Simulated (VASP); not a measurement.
Runs of VASP 6.6.1 on H3Pt. The structure is that of space group Pm-3m (No. 221), or close to it. The cells are those of the table. 

```tsv
task	cell	k mesh	cutoff (eV)	gap on the mesh (eV)	pressure (GPa)
single point	a = 3.197 Å, 4 atoms	6 × 6 × 6	520	none	-25.8
relaxation of cell and atoms	relaxed from a = 3.197 Å, 4 atoms	6 × 6 × 6	600	none	-0.4
single point	a = 2.961 Å, 4 atoms	16 × 16 × 16	520	none	-0.4
single point	a = 2.961 Å, 4 atoms	6 × 6 × 6	520	none	(a)
relaxation of cell and atoms	relaxed from a = 2.961 Å, 4 atoms	16 × 16 × 16	600	none	-0.2
```

Alike in all rows: level PBE; potentials or basis VASP PAW PBE potentials, release 64 (H, Pt); no spin polarisation; smearing gaussian 0.1 eV.

Estimate the missing entries.

(a) -0.5.

Caveats: spin-orbit coupling is left out, which moves the levels of the heavy elements; the relaxation stopped at its first step, so nothing moved (some runs).

A k mesh can miss the band edges, and the runs leave out spin-orbit coupling on Pt.

A gap of «none» marks levels without a gap at the run's occupations.
